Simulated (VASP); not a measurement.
A run of VASP 6.6.1 is set up as follows.

INCAR

```
PREC     = Accurate       # precision mode
ENCUT    = 600            # plane-wave cutoff, eV
EDIFF    = 1E-6           # SCF threshold, eV
ISMEAR   = 0              # smearing method
SIGMA    = 0.02           # smearing width, eV
LREAL    = F              # projectors in reciprocal space
LASPH    = T              # aspherical terms in the spheres
NELM     = 120            # most SCF steps
ALGO     = Normal         # electronic algorithm
ISIF     = 2              # what is computed and relaxed
LWAVE    = F              # write WAVECAR
LCHARG   = F              # write CHGCAR
GGA      = PE             # functional
NBANDS   = 11             # bands
GGA_COMPAT= F
```

KPOINTS

```
regular mesh
0
Gamma
  8 8 8
```

The input POSCAR:

```
BeS
1.0
    0.0000000000      2.4378857539      2.4378857539
    2.4378857539      0.0000000000      2.4378857539
    2.4378857539      2.4378857539      0.0000000000
Be S
1 1
Direct
    0.0000000000      0.0000000000      0.0000000000
    0.2500000000      0.2500000000      0.2500000000
```

Potentials or basis: VASP PAW PBE potentials, release 64 (Be, S).

Launch:

```sh
$ cat potpaw_PBE.64/Be/POTCAR potpaw_PBE.64/S/POTCAR > POTCAR
$ mpirun -np 1 vasp_std > vasp.out
```

Task: Estimate the band gap on the k mesh.

Result: 3.15 eV (least direct gap 5.68 eV).

Task: What does it give for the pressure?

Result: 0.1 GPa.

A k mesh can miss the band edges.
